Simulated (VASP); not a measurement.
A run of VASP 6.6.1:

The input INCAR:

```
SYSTEM = Hg
ALGO     = Normal         ! electronic algorithm
EDIFF    = 1E-6           ! SCF threshold, eV
ENCUT    = 500            ! plane-wave cutoff, eV
GGA      = PE             ! functional
GGA_COMPAT= .False.      
ISIF     = 2              ! what is computed and relaxed
ISMEAR   = -1             ! smearing method
LASPH    = .True.         ! aspherical terms in the spheres
LCHARG   = .False.        ! write CHGCAR
LREAL    = .False.        ! projectors in reciprocal space
LWAVE    = .False.        ! write WAVECAR
NBANDS   = 12             ! bands
NELM     = 120            ! most SCF steps
PREC     = Accurate       ! precision mode
SIGMA    = 0.08           ! smearing width, eV
```

The input KPOINTS:

```
k-points
0
Gamma
  12 12 12
  0 0 0
```

The input POSCAR:

```
Hg
1.0
    2.8541627892      0.0000000000      0.0000000000
    0.0000000000      2.8541627892      0.0000000000
    0.0000000000      0.0000000000      2.8541627892
Hg
1
Direct
    0.0000000000      0.0000000000      0.0000000000
```

Potentials or basis: VASP PAW PBE potentials, release 64 (Hg).

The run is started by

```console
$ cat potpaw_PBE.64/Hg/POTCAR > POTCAR
$ mpirun -np 1 vasp_std > vasp.out
```

Hardware: 1 thread of Intel Xeon 8259CL, with other jobs on the host.

Task: How long does it take, and how much memory?

Result: Wall time 19 s on 1 thread of Intel Xeon 8259CL, on a shared host, peak memory 0.15 GiB. Counts: scf iterations 11, k points 84.
